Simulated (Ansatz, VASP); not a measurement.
# Be in VASP and in Ansatz

```xyz
1
Lattice="-1.2531 1.2531 1.2531 1.2531 -1.2531 1.2531 1.2531 1.2531 -1.2531" Properties=species:S:1:pos:R:3 pbc="T T T"
Be    0.0000    0.0000    0.0000
```

Alike in both runs: task electric field gradients; functional r2SCAN; k mesh 23 × 23 × 23; occupations fermi-dirac, width 0.03 eV; no spin polarisation.

|  | VASP | Ansatz |
| --- | --- | --- |
| version | VASP 6.6.1 | Ansatz 0.2.0 |
| potentials or method | VASP PAW PBE potentials, release 64 (Be) | PAW with Ansatz's default frozen-core files, scalar-relativistic |
| plane-wave cutoff (eV) | 520 | 500 |
| valence electrons in the cell | 2 | 2 |

Ansatz gave:

```
pressure (GPa) : -0.9
```

Q: What did VASP give for the same quantities?

A: Pressure (GPa): -0.7.

VASP's potentials were made for PBE, not for r2SCAN.
